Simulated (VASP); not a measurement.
MgS, 2 atoms in the cell. It takes space group Fm-3m (No. 225, cubic). The conventional cell has a = 5.115 Å, b = 5.115 Å, c = 5.115 Å, α = 90.00°, β = 90.00°, γ = 90.00°. Mg (site symmetry m-3m) has 6 S at 2.56 Å within 3.4 Å. S (site symmetry m-3m) has 6 Mg at 2.56 Å within 3.4 Å.  This cell differs from its parent crystal: volume changed by -5%.

| Item | Value |
| --- | --- |
| Program | VASP 6.6.1 |
| Task | single point |
| Functional | PBE |
| Potentials or basis | VASP PAW PBE potentials, release 64 (Mg, S) |
| Cutoff | 520 eV |
| k mesh | 4 × 4 × 4 |
| Occupations | gaussian, width 0.01 eV |
| Spin | no spin polarisation |
| Dipole correction | no |
| Further INCAR settings | ALGO = Normal; EDIFF = 1e-07; NBANDS = 11 |

Potentials or basis: VASP PAW PBE potentials, release 64 (Mg, S).

Command:

```console
$ cat potpaw_PBE.64/Mg/POTCAR potpaw_PBE.64/S/POTCAR > POTCAR
$ mpirun -np 1 vasp_std > vasp.out
```

Hardware: 1 thread of AMD EPYC 7R13, on a shared host.

Task: Estimate the wall time of this run.

Result: Run time: 8 s on 1 thread of AMD EPYC 7R13, with other jobs on the host, peak memory 0.12 GiB. Counts: scf iterations 13, k points 8.
